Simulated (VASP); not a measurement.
**ZrB2: single point with LDA**

ZrB2:

```xyz
3
Lattice="3.1650 0.0000 0.0000 -1.5825 2.7410 0.0000 0.0000 0.0000 3.4848" Properties=species:S:1:pos:R:3 pbc="T T T"
Zr    0.0000    0.0000    0.0000
B     0.0000    1.8273    1.7424
B     1.5825    0.9137    1.7424
```

This cell differs from its parent crystal: zz strain of -1 %.

```json
{"Program": "VASP 6.6.1", "Task": "single point", "Functional": "LDA", "Potentials or basis": "VASP PAW LDA potentials, release 64 (Zr_sv, B)", "Cutoff": "520 eV", "k mesh": "13 × 13 × 10", "Occupations": "fermi-dirac, width 0.03 eV", "Spin": "no spin polarisation"}
```

The pressure is -4.5 GPa. The band gap on the k mesh is zero (band 9 reaches 11.36 eV, above the bottom of band 10 at 10.40 eV).

Stress tensor (GPa, compression positive):
```
-6.03  0.00  0.00
 0.00 -6.03  0.00
 0.00  0.00 -1.49
```

Levels at points of the mesh, in eV from the Fermi level:
```tsv
k point	band 5	band 6	band 7	band 8	band 9	band 10	band 11	band 12	band 13	band 14
(0.00, 0.00, 0.00)	-12.75	-2.87	-2.87	-2.72	-2.32	3.32	3.32	4.20	4.20	4.82
(0.00, 0.00, 0.50)	-10.57	-7.08	-1.14	-1.14	0.08	0.08	0.64	0.64	1.91	4.83
```

It took 17 s on 1 thread of Intel(R) Xeon(R) 6975P-C (Granite Rapids), on a shared host, peak memory 0.17 GiB.

Caveat: the cell differs from its parent crystal (zz strain of -1 %).
